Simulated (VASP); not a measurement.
# Ca (Pm-3m) in VASP: notebook

The runs below take Ca through single point, with PBE+D3(BJ).

Program: VASP 6.6.1. These are calculated values, not measurements. Logs are shortened: lines on timing, memory, paths and dates and some standing lists are left out, and cuts for length are marked.

### 1 The cell of the first run

It takes space group Pm-3m (No. 221, cubic). The conventional cell has a = 2.615 Å, b = 2.615 Å, c = 2.615 Å, α = 90.00°, β = 90.00°, γ = 90.00°. Ca (site symmetry m-3m) has 6 Ca at 2.62 Å within 3.4 Å.

### 2 Single point, PBE+D3(BJ)

INCAR

```
SYSTEM = Ca
  ALGO = Normal
  EDIFF = 1E-6
  ENCUT = 520
  GGA = PE
  ISIF = 2
  ISMEAR = 1
  IVDW = 12
  LASPH = .True.
  LCHARG = .False.
  LREAL = .False.
  LWAVE = .False.
  NBANDS = 11
  NELM = 80
  PREC = Accurate
  SIGMA = 0.1
```

KPOINTS

```
k-points
0
Gamma
  6 6 6
  0 0 0
```

POSCAR

```
Ca
1.0
    2.6150000000      0.0000000000      0.0000000000
    0.0000000000      2.6150000000      0.0000000000
    0.0000000000      0.0000000000      2.6150000000
Ca
1
Direct
    0.0000000000      0.0000000000      0.0000000000
```

Potentials or basis: VASP PAW PBE potentials, release 64 (Ca_sv).

Run with:

```sh
$ cat potpaw_PBE.64/Ca_sv/POTCAR > POTCAR
$ mpirun -np 1 vasp_std > vasp.out
```

OUTCAR:

```text
SYSTEM = Ca
   EDIFF = 1E-6
   ENCUT = 520
   GGA = PE
   ISIF = 2
   ISMEAR = 1
   IVDW = 12
   LASPH = .True.
   LREAL = .False.
   NELM = 80
   PREC = Accurate
 IVDW          = 12

 ion  position               nearest neighbor table
   1  0.000  0.000  0.000-

  LATTYP: Found a simple cubic cell.
 ALAT       =     2.6150000000

  Lattice vectors:

 A1 = (   2.6150000000,   0.0000000000,   0.0000000000)
 A2 = (   0.0000000000,   2.6150000000,   0.0000000000)
 A3 = (   0.0000000000,   0.0000000000,   2.6150000000)

Analysis of symmetry for initial positions (statically):
=====================================================================
 Subroutine PRICEL returns:
 Original cell was already a primitive cell.

 Routine SETGRP: Setting up the symmetry group for a
 simple cubic supercell.

 Subroutine GETGRP returns: Found 48 space group operations
 (whereof 48 operations were pure point group operations)
 out of a pool of 48 trial point group operations.

The static configuration has the point symmetry O_h .

Analysis of symmetry for dynamics (positions and initial velocities):
=====================================================================
 Subroutine PRICEL returns:
 Original cell was already a primitive cell.

 Routine SETGRP: Setting up the symmetry group for a
 simple cubic supercell.

 Subroutine GETGRP returns: Found 48 space group operations
 (whereof 48 operations were pure point group operations)
 out of a pool of 48 trial point group operations.

The dynamic configuration has the point symmetry O_h .

 Subroutine INISYM returns: Found 48 space group operations
 (whereof 48 operations are pure point group operations),
 and found     1 'primitive' translations

----------------------------------------------------------------------------------------

                                     Primitive cell

  volume of cell :      17.8820

  direct lattice vectors                    reciprocal lattice vectors
     2.615000000  0.000000000  0.000000000     0.382409178  0.000000000  0.000000000
     0.000000000  2.615000000  0.000000000     0.000000000  0.382409178  0.000000000
     0.000000000  0.000000000  2.615000000     0.000000000  0.000000000  0.382409178

  length of vectors
     2.615000000  2.615000000  2.615000000     0.382409178  0.382409178  0.382409178

  position of ions in fractional coordinates (direct lattice)
     0.000000000  0.000000000  0.000000000

  ion indices of the primitive-cell ions
   primitive index   ion index
                 1           1

----------------------------------------------------------------------------------------

 KPOINTS: k-points

Automatic generation of k-mesh.
 Grid dimensions read from file:
 generate k-points for:    6    6    6

 Generating k-lattice:

  Cartesian coordinates                     Fractional coordinates (reciprocal lattice)
     0.063734863  0.000000000  0.000000000     0.166666667  0.000000000  0.000000000
     0.000000000  0.063734863  0.000000000     0.000000000  0.166666667  0.000000000
     0.000000000  0.000000000  0.063734863     0.000000000  0.000000000  0.166666667

  Length of vectors
     0.063734863  0.063734863  0.063734863

  Shift w.r.t. Gamma in fractional coordinates (k-lattice)
     0.000000000  0.000000000  0.000000000

 Subroutine IBZKPT returns following result:
 ===========================================

 Found     20 irreducible k-points:

 Following reciprocal coordinates:
            Coordinates               Weight
  0.000000  0.000000  0.000000      1.000000
  0.166667  0.000000  0.000000      6.000000
  0.333333  0.000000  0.000000      6.000000
  0.500000  0.000000  0.000000      3.000000
  0.166667  0.166667  0.000000     12.000000
  0.333333  0.166667  0.000000     24.000000
[... 12 lines left out ...]
  0.500000  0.500000  0.333333      6.000000
  0.500000  0.500000  0.500000      1.000000
   k-points           NKPTS =     20   k-points in BZ     NKDIM =     20   number of bands    NBANDS=     11
   number of dos      NEDOS =    301   number of ions     NIONS =      1
   total plane-waves  NPLWV =   8000
   dimension x,y,z NGX =    20 NGY =   20 NGZ =   20
   dimension x,y,z NGXF=    40 NGYF=   40 NGZF=   40
   ions per type =               1
   NGX,Y,Z   is equivalent  to a cutoff of  12.71, 12.71, 12.71 a.u.
   NGXF,Y,Z  is equivalent  to a cutoff of  25.43, 25.43, 25.43 a.u.
 SYSTEM =  Ca
   PREC   = accura    normal or accurate (medium, high low for compatibility)
   ISTART =      0    job   : 0-new  1-cont  2-samecut
   ICHARG =      2    charge: 1-file 2-atom 10-const
   ISPIN  =      1    spin polarized calculation?
   LNONCOLLINEAR =      F non collinear calculations
   LSORBIT =      F    spin-orbit coupling
   LASPH  =      T    aspherical Exc in radial PAW
   ENCUT  =  520.0 eV  38.22 Ry    6.18 a.u.   4.86  4.86  4.86*2*pi/ulx,y,z
   NELM   =     80;   NELMIN=  2; NELMDL= -5     # of ELM steps
   EDIFF  = 0.1E-05   stopping-criterion for ELM
   LREAL  =      F    real-space projection
   EDIFFG = 0.1E-04   stopping-criterion for IOM
   NSW    =      0    number of steps for IOM
   IBRION =     -1    ionic relax: 0-MD 1-quasi-New 2-CG
   NFREE  =      0    steps in history (QN), initial steepest desc. (CG)
   ISIF   =      2    stress and relaxation
   ISYM   =      2    0-nonsym 1-usesym 2-fastsym
   POTIM  = 0.5000    time-step for ionic-motion
   TEBEG  =    0.0;   TEEND  =   0.0 temperature during run
   PSTRESS=    0.0 pullay stress
   NELECT =      10.0000    total number of electrons
   NUPDOWN=      -1.0000    fix difference up-down
   EMIN   =  10.00;   EMAX   =-10.00  energy-range for DOS
   EFERMI =   0.00;   METHOD = LEGACY
   ISMEAR =     1;   SIGMA  =   0.10  broadening in eV -4-tet -1-fermi 0-gaus
   EFERMI_NEDOS =   21; number of points for ismear=-14 and -15
   IALGO  =     38    algorithm
   IMIX   =      4    mixing-type and parameters
     AMIX     =   0.40;   BMIX     =  1.00
     AMIX_MAG =   1.60;   BMIX_MAG =  1.00
  volume/ion in A,a.u.               =      17.88       120.67
  Fermi-wavevector in a.u.,A,eV,Ry     =   1.348766  2.548797 24.751291  1.819169
  Thomas-Fermi vector in A             =   2.476408
   LORBIT       =      0    0 simple, 1 ext, 2 COOP (PROOUT), +10 PAW based schemes
   GGA     = PE    functional components
   LHFCALC =     F    Hartree Fock is set to
   AEXX    =    0.0000 exact exchange contribution
   IVDW    =    12    specifies the selected vdW correction
   LEPSILON=     F    determine dielectric tensor
   LRPA    =     F    only Hartree local field effects (RPA)
 non-spin polarized calculation
 Methfessel and Paxton  Order N= 1 SIGMA  =   0.10
  energy-cutoff  :      520.00
  volume of cell :       17.88
 maximum number of plane-waves:       500
 NGX is ok and might be reduce to    20
   NGX =  9   NGY =  9   NGZ =  9

 number of electron      10.0000002 magnetization

 Free energy of the ion-electron system (eV)
  ---------------------------------------------------
  ext. energy  EPLUGINS =         0.00000000
  ---------------------------------------------------
  free energy    TOTEN  =         0.23689224 eV

  energy without entropy =        0.23826305  energy(sigma->0) =        0.23734917

 E-fermi :   6.5663     XC(G=0): -10.9717

 val. band max:        6.5619952931   @ k =   0.5000   0.0000   0.0000
 cond. band min:       6.7995817834   @ k =   0.1667   0.0000   0.0000
 fundamental gap:      0.2375864903
 Fermi energy:         6.5662501144

 k-point     1 :       0.0000    0.0000    0.0000
  band No.  band energies     occupation
      1     -35.0388      2.00000
      2     -14.6723      2.00000
      3     -14.6723      2.00000
      4     -14.6723      2.00000
      5       2.3028      2.00000
      6       6.5404      1.42114
      7       6.5404      1.42113
      8      14.3869      0.00000
      9      14.3869      0.00000
     10      14.3869      0.00000
     11      23.5414      0.00000

 k-point     2 :       0.1667    0.0000    0.0000
  band No.  band energies     occupation
      1     -34.9308      2.00000
      2     -15.3559      2.00000
      3     -14.6125      2.00000
      4     -14.6125      2.00000
      5       3.1259      2.00000
      6       6.7996     -0.00472
      7       7.4050     -0.00000
      8      13.3338      0.00000
      9      13.3338      0.00000
     10      14.4669      0.00000
     11      20.5604      0.00000

 k-point     3 :       0.3333    0.0000    0.0000
  band No.  band energies     occupation
      1     -34.7054      2.00000
      2     -16.5788      2.00000
      3     -14.4902      2.00000
      4     -14.4902      2.00000
      5       4.9442      2.00000
      6       7.3793     -0.00000
      7       8.6122      0.00000
      8      11.7266      0.00000
      9      11.7266      0.00000
     10      14.6309      0.00000
     11      18.2044      0.00000

 k-point     4 :       0.5000    0.0000    0.0000
  band No.  band energies     occupation
      1     -34.5875      2.00000
      2     -17.1380      2.00000
      3     -14.4277      2.00000
      4     -14.4277      2.00000
      5       6.5620      1.07194
      6       7.7089     -0.00000
      7       7.9966     -0.00000
      8      11.0613      0.00000
      9      11.0613      0.00000
     10      14.7151      0.00000
     11      18.4446      0.00000

 k-point     5 :       0.1667    0.1667    0.0000
  band No.  band energies     occupation
      1     -34.8246      2.00000
      2     -15.3270      2.00000
      3     -15.2292      2.00000
      4     -14.5539      2.00000
      5       3.8636      2.00000
      6       7.3078     -0.00000
      7       7.9971     -0.00000
      8      12.1863      0.00000
      9      13.2680      0.00000
     10      13.6731      0.00000
     11      21.3487      0.00000
[... 155 lines left out ...]
 k-point    17 :       0.3333    0.3333    0.3333
  band No.  band energies     occupation
      1     -34.0899      2.00000
      2     -16.0410      2.00000
      3     -15.9403      2.00000
      4     -15.9403      2.00000
      5       5.6521      2.00000
      6       7.7074     -0.00000
      7       7.7074     -0.00000
      8      12.9735      0.00000
      9      12.9735      0.00000
     10      15.6063      0.00000
     11      18.6744      0.00000

 k-point    18 :       0.5000    0.3333    0.3333
  band No.  band energies     occupation
      1     -33.9844      2.00000
      2     -16.4704      2.00000
      3     -15.9050      2.00000
      4     -15.8446      2.00000
      5       5.4841      2.00000
      6       6.8935     -0.00004
      7       7.6371     -0.00000
      8      13.1117      0.00000
      9      14.3122      0.00000
     10      16.9610      0.00000
     11      19.5154      0.00000

 k-point    19 :       0.5000    0.5000    0.3333
  band No.  band energies     occupation
      1     -33.8810      2.00000
      2     -16.3605      2.00000
      3     -16.3605      2.00000
      4     -15.7807      2.00000
      5       5.2182      2.00000
      6       6.8669     -0.00018
      7       6.8669     -0.00018
      8      13.7817      0.00000
      9      15.7453      0.00000
     10      16.4267      0.00000
     11      20.3254      0.00000

 k-point    20 :       0.5000    0.5000    0.5000
  band No.  band energies     occupation
      1     -33.7796      2.00000
      2     -16.2563      2.00000
      3     -16.2563      2.00000
      4     -16.2563      2.00000
      5       5.9695      2.00000
      6       5.9695      2.00000
      7       5.9695      2.00000
      8      14.0705      0.00000
      9      16.4763      0.00000
     10      16.4763      0.00000
     11      22.2410      0.00000

------------------------ aborting loop because EDIFF is reached ----------------------------------------

 Edisp (eV)   -0.54936

 E8    (eV) :    -0.2762

  FORCE on cell =-STRESS in cart. coord.  units (eV):
  Direction    XX          YY          ZZ          XY          YZ          ZX
  --------------------------------------------------------------------------------------
  -------------------------------------------------------------------------------------
  Total       4.34238     4.34238     4.34238     0.00000     0.00000    -0.00000
  in kB     389.06627   389.06627   389.06627     0.00000     0.00000    -0.00000
  external pressure =      389.07 kB  Pullay stress =        0.00 kB

 VOLUME and BASIS-vectors are now :
 -----------------------------------------------------------------------------
  energy-cutoff  :      520.00
  volume of cell :       17.88
      direct lattice vectors                 reciprocal lattice vectors
     2.615000000  0.000000000  0.000000000     0.382409178  0.000000000  0.000000000
     0.000000000  2.615000000  0.000000000     0.000000000  0.382409178  0.000000000
     0.000000000  0.000000000  2.615000000     0.000000000  0.000000000  0.382409178

 POSITION                                       TOTAL-FORCE (eV/Angst)
 -----------------------------------------------------------------------------------
      0.00000      0.00000      0.00000         0.000000      0.000000      0.000000
 -----------------------------------------------------------------------------------
    total drift:                               -0.000000     -0.000000     -0.000000

  FREE ENERGIE OF THE ION-ELECTRON SYSTEM (eV)
  ---------------------------------------------------
  free  energy   TOTEN  =        -0.3124685697 eV

  energy  without entropy=       -0.3110977599  energy(sigma->0) =       -0.31201163
```

It took 5 s on 1 thread of AMD EPYC 7R13 (Zen 3), shared host; peak memory 0.1 GiB.

Results:

```yaml
Free_energy: -0.3125 eV
Pressure: 38.9 GPa
Band_gap_on_the_k_mesh: zero (band 5 reaches 6.56 eV, above the bottom of band 6 at 5.97 eV)
Dispersion_energy_per_atom: -0.549 eV
```

Caveat: the k points lie up to 0.40 Å⁻¹ apart; three body term missing; pairwise dispersion overbinds metals, which lowers pressure and volume.

### 3 Single point, PBE+D3(BJ)

This run uses another cell than the first one, of 32.58 Å³/atom, 1.822 times its volume.

INCAR

```
SYSTEM = Ca
ALGO = Normal
EDIFF = 1E-7
ENCUT = 520
GGA = PE
ISIF = 2
ISMEAR = 1
IVDW = 12
LASPH = .True.
LCHARG = .True.
LELF = .True.
LREAL = .False.
LVHAR = .True.
LWAVE = .False.
NBANDS = 11
NELM = 80
PREC = Accurate
SIGMA = 0.1
```

KPOINTS is that of step 2.

POSCAR

```
Ca
1.0
    3.1939682126      0.0000000000      0.0000000000
    0.0000000000      3.1939682126      0.0000000000
    0.0000000000      0.0000000000      3.1939682126
Ca
1
Direct
    0.0000000000      0.0000000000      0.0000000000
```

Potentials or basis: VASP PAW PBE potentials, release 64 (Ca_sv).

Run with:

```sh
$ cat potpaw_PBE.64/Ca_sv/POTCAR > POTCAR
$ mpirun -np 1 vasp_std > vasp.out
```

It took 8 s on 1 thread of AMD EPYC 7R13 (Zen 3), shared host; peak memory 0.11 GiB.

The run converged. Its results:

```
Free energy                : -1.6834 eV
Pressure                   : 3.9 GPa
Band gap on the k mesh     : zero (band 5 reaches 3.45 eV, above the bottom of band 6 at 2.58 eV)
Dispersion energy per atom : -0.301 eV
```

Levels at points of the mesh, in eV from the Fermi level:
```
           k point  band 3  band 4  band 5  band 6  band 7  band 8
(0.00, 0.00, 0.00)  -22.46  -22.46   -4.13    0.82    0.82    5.15
(0.50, 0.00, 0.00)  -22.41  -22.41   -0.92   -0.20    1.48    3.45
(0.50, 0.50, 0.00)  -22.89  -22.37   -0.81    1.34    3.50    3.50
(0.50, 0.50, 0.50)  -22.83  -22.83    0.55    0.55    0.55    6.21
```

Caveat: three body term missing; pairwise dispersion overbinds metals, which lowers pressure and volume.

### 4 Single point, PBE+D3(BJ)

This run uses another cell than the first one, of 37.55 Å³/atom, 2.100 times its volume.

INCAR

```
SYSTEM = Ca
PREC = Accurate
ENCUT = 520
EDIFF = 1E-7
ISMEAR = 1
SIGMA = 0.1
LREAL = .FALSE.
LASPH = .TRUE.
NELM = 100
ALGO = Normal
ISIF = 2
LWAVE = .FALSE.
LCHARG = .FALSE.
GGA = PE
IVDW = 12
NBANDS = 11
```

KPOINTS

```
Automatic mesh
0
G
  6 6 6
  0 0 0
```

POSCAR

```
Ca
1.0
    3.3485244771      0.0000000000      0.0000000000
    0.0000000000      3.3485244771      0.0000000000
    0.0000000000      0.0000000000      3.3485244771
Ca
1
Direct
    0.0000000000      0.0000000000      0.0000000000
```

Run with:

```sh
$ cat potpaw_PBE.64/Ca_sv/POTCAR > POTCAR
$ mpirun -np 1 vasp_std > vasp.out
```

It used 11 s of CPU time on 1 thread of AMD EPYC 7R13 Processor (Zen 3), on a shared host.

The run converged. Its results:

```
Free energy                : -1.7601 eV
Pressure                   : 0.9 GPa
Band gap on the k mesh     : zero (band 5 reaches 2.94 eV, above the bottom of band 6 at 1.90 eV)
Dispersion energy per atom : -0.260 eV
```

Levels at points of the mesh, in eV from the Fermi level:
```
           k point  band 2  band 3  band 4  band 5  band 6  band 7  band 8  band 9
(0.00, 0.00, 0.00)  -22.63  -22.63  -22.63   -3.84    1.00    1.00    4.75    4.75
(0.50, 0.00, 0.00)  -22.97  -22.61  -22.61   -0.91   -0.22    1.57    3.31    3.31
(0.50, 0.50, 0.00)  -22.92  -22.92  -22.58   -0.41    1.28    3.03    3.03    3.66
(0.50, 0.50, 0.50)  -22.88  -22.88  -22.88    0.79    0.79    0.79    5.64    5.64
```

Caveat: three body term missing; pairwise dispersion overbinds metals, which lowers pressure and volume.

### 5 Single point, PBE+D3(BJ)

This run uses another cell than the first one, of 37.55 Å³/atom, 2.100 times its volume.

INCAR

```
ALGO = Normal ; EDIFF = 1E-7
ENCUT = 520 ; GGA = PE
ISIF = 2 ; ISMEAR = 1
IVDW = 12 ; LASPH = T
LCHARG = F ; LREAL = F
LWAVE = F ; NBANDS = 11
NELM = 80 ; PREC = Accurate
SIGMA = 0.1
```

KPOINTS

```
k-points
0
Gamma
  6 6 6
```

POSCAR is that of step 4.

Run with:

```sh
$ cat potpaw_PBE.64/Ca_sv/POTCAR > POTCAR
$ mpirun -np 1 vasp_std > vasp.out
```

It took 15 s on 1 thread of AMD EPYC 7R13 (Zen 3), shared host; peak memory 0.13 GiB.

It converged, with:

```yaml
Free_energy: -1.7601 eV
Pressure: 0.9 GPa
Band_gap_on_the_k_mesh: zero (band 5 reaches 2.94 eV, above the bottom of band 6 at 1.90 eV)
Dispersion_energy_per_atom: -0.260 eV
```

Levels at points of the mesh, in eV from the Fermi level:
| k point | band 3 | band 4 | band 5 | band 6 | band 7 | band 8 |
| --- | --- | --- | --- | --- | --- | --- |
| (0.00, 0.00, 0.00) | -22.63 | -22.63 | -3.84 | 1.00 | 1.00 | 4.75 |
| (0.50, 0.00, 0.00) | -22.61 | -22.61 | -0.91 | -0.22 | 1.57 | 3.31 |
| (0.50, 0.50, 0.00) | -22.92 | -22.58 | -0.41 | 1.28 | 3.03 | 3.03 |
| (0.50, 0.50, 0.50) | -22.88 | -22.88 | 0.79 | 0.79 | 0.79 | 5.64 |

Caveat: three body term missing; pairwise dispersion overbinds metals, which lowers pressure and volume.

### 6 The runs side by side

```tsv
cell	gap on the mesh (eV)	pressure (GPa)
a = 2.615 Å, 1 atom	none	38.9
a = 3.194 Å, 1 atom	none	3.9
a = 3.349 Å, 1 atom	none	0.9
```

Alike in all rows: task single point; level PBE+D3(BJ); potentials or basis VASP PAW PBE potentials, release 64 (Ca_sv); no spin polarisation; k mesh 6 × 6 × 6; cutoff (eV) 520; smearing methfessel-paxton 0.1 eV.

Caveats: some runs use coarse meshes; three body term missing; pairwise dispersion overbinds metals, which lowers pressure and volume.

Total energies depend on the potentials used, so only differences within one code and one set of settings carry meaning.
